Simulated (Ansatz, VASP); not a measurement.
**One calculation of InGa3As4, two programs**

```
Ga As In
1.0
     4.08024    0.00000    0.00000
     0.00000    8.17493    0.00000
     0.00000    0.00000    5.77943
Ga As In
3 4 1
Direct
  0.00000 0.75822 0.99984
  0.50000 0.00000 0.49804
  0.00000 0.24178 0.99984
  0.50000 0.76276 0.24031
  0.00000 0.00000 0.74130
  0.50000 0.23724 0.24031
  0.00000 0.50000 0.77994
  0.50000 0.50000 0.50042
```

Alike in both runs: task single point; functional r2SCAN; k mesh 6 × 4 × 4; occupations fermi-dirac, width 0.02 eV; no spin polarisation.

```csv
,VASP,Ansatz
version,VASP 6.6.1,Ansatz 0.2.0
potentials or method,"VASP PAW PBE potentials, release 64 (Ga_d, As, In_d)","plane waves, PAW"
plane-wave cutoff (eV),520,500
valence electrons in the cell,72,112
```

|  | VASP | Ansatz | Ansatz less VASP |
| --- | --- | --- | --- |
| pressure (GPa) | 0.1 | 0.0 | -0.08 |

VASP's potentials were made for PBE, not for r2SCAN. VASP's potentials hold 72 valence electrons a cell and Ansatz's 112, so a difference there can come from the potentials and not from the codes.
